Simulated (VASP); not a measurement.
# Li8Nb8HO23 (a cell with a defect) (H_O) in VASP: notebook, part 2 of 3

VASP 6.6.1. The steps go on from the part before.

## Step 3: Single point, PBE

INCAR reads:

```
SYSTEM = Li8Nb8HO23
ALGO = Normal
EDIFF = 1E-6
ENCUT = 520
GGA = PE
ISIF = 2
ISMEAR = 0
LASPH = .True.
LCHARG = .False.
LREAL = Auto
LWAVE = .False.
NBANDS = 160
NELECT = 266.0
NELM = 80
PREC = Accurate
SIGMA = 0.01
```

KPOINTS reads:

```
Automatic mesh
0
Gamma
  1 1 1
  0.25 0.25 0.25
```

POSCAR reads:

```
Li8Nb8HO23
1.0
    2.5949501400      1.4981951600      4.6722232500
   -5.1899002700      2.9963903200      9.3444465000
    0.0000000000     -5.9927806400      9.3444465000
Li Nb O H
8 8 23 1
Direct
    0.7319325120      0.3447583079      0.3561784364
    0.2070705429      0.1228279635      0.1085701040
    0.7122297895      0.3601076625      0.8639757409
    0.2247338244      0.1072853141      0.6069624168
    0.7326718782      0.8613739868      0.3657178361
    0.2246402202      0.6060332766      0.1122331708
    0.7258600265      0.8553660496      0.8544890029
    0.2049144035      0.6126596067      0.6150037798
    0.9849192130      0.5014619751      0.5016913890
    0.4971523217      0.2485566729      0.2511676014
    0.9992726367      0.4974529715      1.0014917047
    0.4999942796      0.2513475515      0.7464055147
    1.0031248199      0.9956090280      0.5008741330
    0.5089474478      0.7737922040      0.2359221084
    1.0152534397      1.0043819786      0.9915131320
    0.4996643311      0.7477453482      0.7512989248
    0.2837240817      0.3268665023      0.4409317919
    0.6444712070      0.4408251825      0.1401390132
    0.8908076641      0.1366426865      0.3227814221
    0.3894894519      0.0687001518      0.3921931892
    0.7802794456      0.1920244728      0.0727270576
    0.1413082453      0.3861397691      0.1956722149
    0.2796455440      0.3213178798      0.9417480982
    0.6335326177      0.4452862113      0.6392807625
    0.8906561494      0.1399073254      0.8191785334
    0.3866477195      0.0699187099      0.8896892481
    0.7791385324      0.1920879455      0.5717830838
    0.1488945348      0.3914177152      0.6872815684
    0.2757260281      0.8145469802      0.4468931533
    0.6336230460      0.9504095221      0.1383264020
    0.8890021756      0.6396704305      0.3198658548
    0.7683086690      0.6896480592      0.0795633146
    0.1397621345      0.8850869950      0.1969956175
    0.2720677872      0.8215020483      0.9449453853
    0.6437292652      0.9421733587      0.6408064371
    0.8846231313      0.6401822550      0.8239475579
    0.3870272588      0.5701185713      0.8910355899
    0.7871379064      0.6902354347      0.5716117141
    0.1451405756      0.8864469102      0.6942560115
    0.3783552221      0.5808249853      0.3875919830
```

Potentials or basis: VASP PAW PBE potentials, release 64 (Li_sv, Nb_sv, O, H).

Command:

```console
cat potpaw_PBE.64/Li_sv/POTCAR potpaw_PBE.64/Nb_sv/POTCAR potpaw_PBE.64/O/POTCAR potpaw_PBE.64/H/POTCAR > POTCAR
mpirun -np 1 vasp_std > vasp.out
```

OUTCAR:

```text
SYSTEM = Li8Nb8HO23
   EDIFF = 1E-6
   ENCUT = 520
   GGA = PE
   ISIF = 2
   ISMEAR = 0
   LASPH = .True.
   LREAL = Auto
   NELECT = 266.0
   NELM = 80
   PREC = Accurate

 ion  position               nearest neighbor table
   1  0.732  0.345  0.356-  22 2.06  27 2.08  19 2.13  17 2.20  18 2.23
   2  0.207  0.123  0.109-  23 2.00  19 2.04  30 2.11  21 2.24
   3  0.712  0.360  0.864-  37 2.06  21 2.08  28 2.16  23 2.26
   4  0.225  0.107  0.607-  35 2.08  25 2.10  17 2.15  20 2.23  39 2.28  27 2.28
   5  0.733  0.861  0.366-  33 2.01  38 2.04  20 2.05
   6  0.225  0.606  0.112-  18 2.06  31 2.07  34 2.10  37 2.28
   7  0.726  0.855  0.854-  39 2.06  26 2.13  32 2.16  36 2.19  35 2.22
   8  0.205  0.613  0.615-  29 2.03  36 2.04  24 2.09  38 2.21  28 2.27
   9  0.985  0.501  0.502-  24 1.86  31 1.87  17 1.89  38 2.12  28 2.14
  10  0.497  0.249  0.251-  22 1.88  20 1.89  21 1.89  18 2.15  17 2.17  19 2.18
  11  0.999  0.497  0.001-  18 1.88  23 1.89  36 1.89  22 2.15  37 2.16  32 2.17
  12  0.500  0.251  0.746-  27 1.87  28 1.88  26 1.92  24 2.13  23 2.15  25 2.17
  13  0.003  0.996  0.501-  35 1.88  19 1.88  29 1.90  39 2.14  20 2.16  27 2.17
[... 273 lines left out ...]

 k-point     1 :       0.2500    0.2500    0.2500
  band No.  band energies     occupation
      1     -51.1586      2.00000
      2     -51.0924      2.00000
      3     -51.0469      2.00000
      4     -51.0037      2.00000
      5     -50.9880      2.00000
      6     -50.9844      2.00000
[... 137 lines left out ...]
    144       7.6353      0.00000
    145       7.7501      0.00000
 [bands above 145 left out]

------------------------ aborting loop because EDIFF is reached ----------------------------------------

  FORCE on cell =-STRESS in cart. coord.  units (eV):
  Direction    XX          YY          ZZ          XY          YZ          ZX
  --------------------------------------------------------------------------------------
  -------------------------------------------------------------------------------------
  Total       -9.4472872     -9.6957144    -11.0838590     -0.5749152      0.0444005      0.2289094
  in kB      -34.7204597    -35.6334738    -40.7351519     -2.1129154      0.1631799      0.8412827
  external PRESSURE =     -37.0296951 kB  Pullay stress =       0.0000000 kB

 VOLUME and BASIS-vectors are now :
 -----------------------------------------------------------------------------
  energy-cutoff  :      520.00
  volume of cell :      435.95
      direct lattice vectors                 reciprocal lattice vectors
     2.594950140  1.498195160  4.672223250     0.192681930  0.111244964  0.071343623
    -5.189900270  2.996390320  9.344446500    -0.096340965  0.055622482  0.035671811
     0.000000000 -5.992780640  9.344446500     0.000000000 -0.111244964  0.035671811

 POSITION                                       TOTAL-FORCE (eV/Angst)
 -----------------------------------------------------------------------------------
      0.11007     -0.00489      9.96962        -0.004715      0.004315     -0.001149
     -0.10013      0.02764      3.12977         0.004501      0.000364     -0.003538
     -0.02072     -3.03153     14.76608         0.001515      0.003100     -0.004907
      0.02637     -2.97923      7.72426         0.002414      0.002356     -0.002414
     -2.56920      1.48703     14.88970        -0.004222     -0.001474     -0.007952
     -2.56232      1.47988      7.76137         0.000742      0.003490     -0.009549
[... 32 lines left out ...]
     -4.22394     -1.28693     15.44892         0.009272      0.007362     -0.003542
     -2.03261     -0.01553     10.81708        -0.005640      0.007413      0.006813
 -----------------------------------------------------------------------------------
    total drift:                                0.008329      0.002512     -0.017565

  FREE ENERGIE OF THE ION-ELECTRON SYSTEM (eV)
  ---------------------------------------------------
  free  energy   TOTEN  =      -320.4666521000 eV

  energy  without entropy=     -320.4666521000  energy(sigma->0) =     -320.46665210
```

stdout:

```text
POSCAR found type information on POSCAR LiNbO H
 POSCAR found :  4 types and      40 ions
 scaLAPACK will be used
 LDA part: xc-table for (Slater+PW92), standard interpolation
 POSCAR, INCAR and KPOINTS ok, starting setup
 FFT: planning ... GRIDC
 FFT: planning ... GRID_SOFT
 FFT: planning ... GRID
 WAVECAR not read
 entering main loop
 the old and the new charge density differ
 old charge density:   267.00000 new  266.00000
    0.536E+01
```

It took 7.5 min on 1 thread of AMD EPYC 7R43 (Zen 3), shared host; peak memory 0.6 GiB.

Results:

* Free energy: -320.4667 eV
* Largest force: 0.045 eV/Å

Forces on the atoms (eV/Å):
```
Li  -0.005  0.004 -0.001
Li   0.005  0.000 -0.004
Li   0.002  0.003 -0.005
Li   0.002  0.002 -0.002
Li  -0.004 -0.001 -0.008
Li   0.001  0.003 -0.010
Li   0.004 -0.003  0.001
Li  -0.004 -0.001  0.000
Nb   0.011  0.011  0.035
Nb   0.008  0.014  0.038
Nb  -0.005  0.001  0.030
Nb  -0.015 -0.002  0.043
Nb   0.006 -0.005  0.032
Nb   0.017 -0.020  0.026
Nb  -0.008 -0.010  0.033
Nb   0.006  0.010  0.030
O   -0.001  0.003 -0.013
O    0.011 -0.012 -0.017
O   -0.008 -0.005 -0.007
O   -0.012 -0.005 -0.006
O    0.000 -0.013 -0.007
O   -0.002  0.010 -0.014
O   -0.007  0.009 -0.011
O    0.008 -0.022 -0.021
O   -0.009 -0.006 -0.013
O   -0.013 -0.008 -0.013
O    0.007 -0.002 -0.019
O    0.010  0.003 -0.008
O   -0.007  0.008  0.002
O    0.014  0.015  0.004
O   -0.013  0.000 -0.017
O    0.016  0.001 -0.019
O   -0.014  0.019 -0.017
O   -0.001  0.010 -0.017
O    0.009 -0.005 -0.012
O   -0.007 -0.003 -0.016
O   -0.009 -0.001 -0.003
O    0.002 -0.018  0.003
O    0.009  0.007 -0.004
H   -0.006  0.007  0.007
```

Levels at points of the mesh, in eV from the Fermi level:
```
           k point  band 129  band 130  band 131  band 132  band 133  band 134  band 135  band 136  band 137  band 138
(0.25, 0.25, 0.25)     -0.50     -0.43     -0.37     -0.31     -0.12      3.22      3.31      3.48      3.52      3.57
```

Caveat: the k points lie up to 1.47 Å⁻¹ apart; the cell carries a net charge on a neutralising background, which shifts energy and pressure; the cell is charged against a uniform background, so pressure and absolute levels hang on convention; the cutoff is under 1.25 times the usual one of these potentials, so pressure, stress and relaxed cells hold a basis-set (Pulay) error.

## Step 4: Single point, PBE

INCAR reads:

```
PREC     = Accurate       # precision mode
ENCUT    = 520            # plane-wave cutoff, eV
EDIFF    = 1E-6           # SCF threshold, eV
ISMEAR   = 0              # smearing method
SIGMA    = 0.01           # smearing width, eV
LREAL    = Auto         
LASPH    = True           # aspherical terms in the spheres
NELM     = 100            # most SCF steps
ALGO     = Normal         # electronic algorithm
ISIF     = 2              # what is computed and relaxed
LWAVE    = False          # write WAVECAR
LCHARG   = False          # write CHGCAR
GGA      = PE             # functional
NELECT   = 268.0        
NBANDS   = 160            # bands
```

KPOINTS is that of step 3.

POSCAR reads:

```
Li8Nb8HO23
1.0
    2.5949501352      1.4981951591      4.6722232478
   -5.1899002704      2.9963903182      9.3444464955
    0.0000000000     -5.9927806363      9.3444464955
Li Nb O H
8 8 23 1
Direct
    0.7268094007      0.3478229865      0.3563186286
    0.2131407131      0.1216326844      0.1046107279
    0.7061752651      0.3603161916      0.8651602562
    0.2258457315      0.1131817135      0.6062014058
    0.7180128583      0.8638515607      0.3722436175
    0.2306234946      0.6104858975      0.1086996195
    0.7143643302      0.8588901471      0.8622623826
    0.2034600540      0.6164825512      0.6129174726
    0.9870765062      0.5048365916      0.5009575611
    0.4976605477      0.2553821590      0.2509237508
    1.0009779148      0.5100458601      0.9993616893
    0.4877403367      0.2557090746      0.7552093897
    1.0027808663      1.0064963836      0.5011329881
    0.4930446293      0.7696140261      0.2487854266
    1.0084080013      1.0069649074      0.9945781651
    0.4988553744      0.7549042321      0.7532738200
    0.2893578849      0.3228714889      0.4433855219
    0.6466286313      0.4382168532      0.1376398050
    0.8986628827      0.1367760431      0.3192175899
    0.3905199566      0.0692823716      0.3944639654
    0.7723385298      0.1877393541      0.0755329706
    0.1393507253      0.3831888447      0.1980952207
    0.2839269973      0.3196930239      0.9405980286
    0.6354161858      0.4461856331      0.6316834272
    0.8980173769      0.1425413101      0.8153515536
    0.3905358453      0.0673756012      0.8903218996
    0.7732639687      0.1875006298      0.5751421176
    0.1431285378      0.3900638756      0.6895569089
    0.2899383198      0.8183158332      0.4433297338
    0.6468485121      0.9418133053      0.1247831106
    0.8928567472      0.6340560879      0.3166380334
    0.7647492949      0.6812561825      0.0807349952
    0.1311099236      0.8841085947      0.1995407044
    0.2838231571      0.8179633817      0.9429227780
    0.6467037745      0.9395417257      0.6352095721
    0.8917277626      0.6385433561      0.8184182423
    0.3901430339      0.5674126528      0.8913084795
    0.7860793970      0.6863540472      0.5719643719
    0.1393750788      0.8843378540      0.6983084142
    0.3860015318      0.5709849828      0.3859556541
```

Potentials or basis: VASP PAW PBE potentials, release 64 (Li_sv, Nb_sv, O, H).

Command:

```console
cat potpaw_PBE.64/Li_sv/POTCAR potpaw_PBE.64/Nb_sv/POTCAR potpaw_PBE.64/O/POTCAR potpaw_PBE.64/H/POTCAR > POTCAR
mpirun -np 1 vasp_std > vasp.out
```

OUTCAR:

```text
PREC = Accurate
   ENCUT = 520
   EDIFF = 1E-6
   ISMEAR = 0
   LREAL = Auto
   LASPH = True
   NELM = 100
   ISIF = 2
   GGA = PE
   NELECT = 268.0

 ion  position               nearest neighbor table
   1  0.727  0.348  0.356-  22 2.05  27 2.11  19 2.17  17 2.17  18 2.25
   2  0.213  0.122  0.105-  23 1.99  19 2.05  30 2.13
   3  0.706  0.360  0.865-  37 2.02  21 2.10  28 2.16  23 2.23
   4  0.226  0.113  0.606-  25 2.06  17 2.07  35 2.09  20 2.23
   5  0.718  0.864  0.372-  20 2.01  38 2.03  33 2.03
   6  0.231  0.610  0.109-  34 2.04  31 2.04  18 2.07
   7  0.714  0.859  0.862-  26 2.05  39 2.07  32 2.15  34 2.25
   8  0.203  0.616  0.613-  36 1.99  29 2.06  24 2.09  38 2.22
   9  0.987  0.505  0.501-  24 1.88  31 1.89  17 1.93  38 2.05  28 2.13
  10  0.498  0.255  0.251-  22 1.87  21 1.92  20 1.94  18 2.06  17 2.12  19 2.18
  11  0.001  0.510  0.999-  36 1.90  18 1.96  32 1.99  23 2.00  37 2.07  22 2.15
  12  0.488  0.256  0.755-  28 1.88  26 1.93  27 1.97  23 2.03  24 2.11  25 2.18
  13  0.003  0.006  0.501-  19 1.89  35 1.94  29 1.98  27 2.03  20 2.10  39 2.14
  14  0.493  0.770  0.249-  33 1.88  30 1.96  32 1.99  29 2.03  31 2.15
  15  0.008  0.007  0.995-  25 1.89  34 1.96  30 1.96  26 2.06  21 2.07  33 2.17
  16  0.499  0.755  0.753-  39 1.89  37 1.96  38 1.98  34 2.06  35 2.06  36 2.12
[... 276 lines left out ...]
      4     -50.7467      2.00000
      5     -50.7362      2.00000
      6     -50.7209      2.00000
[... 138 lines left out ...]
    145       7.7021      0.00000
    146       7.8204      0.00000
 [bands above 146 left out]

------------------------ aborting loop because EDIFF is reached ----------------------------------------

  FORCE on cell =-STRESS in cart. coord.  units (eV):
  Direction    XX          YY          ZZ          XY          YZ          ZX
  --------------------------------------------------------------------------------------
  -------------------------------------------------------------------------------------
  Total        9.9562415      9.0964137      8.3753483     -1.9668038      0.4896543      1.6481243
  in kB       36.5909572     33.4309372     30.7808935     -7.2283536      1.7995665      6.0571498
  external PRESSURE =      33.6009293 kB  Pullay stress =       0.0000000 kB

 VOLUME and BASIS-vectors are now :
 -----------------------------------------------------------------------------
  energy-cutoff  :      520.00
  volume of cell :      435.95
      direct lattice vectors                 reciprocal lattice vectors
     2.594950135  1.498195159  4.672223248     0.192681930  0.111244964  0.071343623
    -5.189900270  2.996390318  9.344446495    -0.096340965  0.055622482  0.035671811
     0.000000000 -5.992780636  9.344446495    -0.000000000 -0.111244964  0.035671811

 POSITION                                       TOTAL-FORCE (eV/Angst)
 -----------------------------------------------------------------------------------
      0.08087     -0.00422      9.97563         0.000981     -0.002200     -0.006303
     -0.07817      0.05688      3.10996        -0.001765     -0.005105     -0.005426
     -0.03752     -3.04708     14.75081         0.003314      0.002410     -0.001965
     -0.00134     -2.95533      7.77744         0.001956      0.000592     -0.001385
     -2.62010      1.43339     14.90534         0.000635      0.001101     -0.021419
     -2.56990      1.52336      7.79792        -0.003589      0.001382     -0.011620
[... 32 lines left out ...]
     -4.22795     -1.32618     15.44014         0.002774      0.014669     -0.013496
     -1.96170     -0.02375     10.74557        -0.003935     -0.003696      0.001149
 -----------------------------------------------------------------------------------
    total drift:                                0.000216     -0.001450     -0.013997

  FREE ENERGIE OF THE ION-ELECTRON SYSTEM (eV)
  ---------------------------------------------------
  free  energy   TOTEN  =      -307.3517018376 eV

  energy  without entropy=     -307.3517018376  energy(sigma->0) =     -307.35170184
```

stdout:

```text
POSCAR found type information on POSCAR LiNbO H
 POSCAR found :  4 types and      40 ions
 scaLAPACK will be used
 LDA part: xc-table for (Slater+PW92), standard interpolation
 POSCAR, INCAR and KPOINTS ok, starting setup
 FFT: planning ... GRIDC
 FFT: planning ... GRID_SOFT
 FFT: planning ... GRID
 WAVECAR not read
 entering main loop
 the old and the new charge density differ
 old charge density:   267.00000 new  268.00000
    0.524E+01
```

Wall time 7.2 min (1 thread of AMD EPYC 7R43 (Zen 3), shared host); peak memory 0.59 GiB.

Results:

| Item | Value |
| --- | --- |
| Free energy | -307.3517 eV |
| Largest force | 0.030 eV/Å |

Forces on the atoms (eV/Å):
```
Li   0.001 -0.002 -0.006
Li  -0.002 -0.005 -0.005
Li   0.003  0.002 -0.002
Li   0.002  0.001 -0.001
Li   0.001  0.001 -0.021
Li  -0.004  0.001 -0.012
Li   0.001  0.000 -0.004
Li   0.004  0.003 -0.001
Nb   0.001  0.003  0.029
Nb   0.007 -0.002  0.026
Nb  -0.009 -0.020  0.017
Nb   0.005  0.013  0.011
Nb   0.003 -0.010  0.028
Nb   0.001  0.008  0.004
Nb   0.007 -0.017  0.024
Nb   0.007  0.000  0.020
O   -0.006  0.003 -0.005
O    0.013  0.011 -0.002
O   -0.007 -0.010 -0.004
O   -0.016  0.000 -0.004
O    0.012 -0.007 -0.011
O    0.002  0.019 -0.010
O   -0.005  0.011  0.001
O    0.010 -0.008 -0.014
O   -0.010 -0.010 -0.005
O   -0.020  0.000 -0.007
O    0.003 -0.011 -0.011
O    0.011  0.012 -0.010
O   -0.010  0.010 -0.001
O    0.018  0.006  0.004
O   -0.017 -0.015 -0.006
O    0.004 -0.005  0.005
O    0.014  0.017  0.001
O   -0.015  0.013 -0.002
O    0.012  0.002  0.001
O   -0.010 -0.014 -0.005
O   -0.017  0.000 -0.005
O    0.007 -0.012 -0.003
O    0.003  0.015 -0.013
H   -0.004 -0.004  0.001
```

Levels at points of the mesh, in eV from the Fermi level:
```csv
k point,band 132,band 133,band 134,band 135,band 136,band 137
"(0.25, 0.25, 0.25)",-3.33,-3.23,-0.05,0.28,0.43,0.48
```

Caveat: the k points lie up to 1.47 Å⁻¹ apart; the cell carries a net charge on a neutralising background, which shifts energy and pressure; the cell is charged against a uniform background, so pressure and absolute levels hang on convention; the cutoff is under 1.25 times the usual one of these potentials, so pressure, stress and relaxed cells hold a basis-set (Pulay) error.

(Part 2 of 3 ends here.)
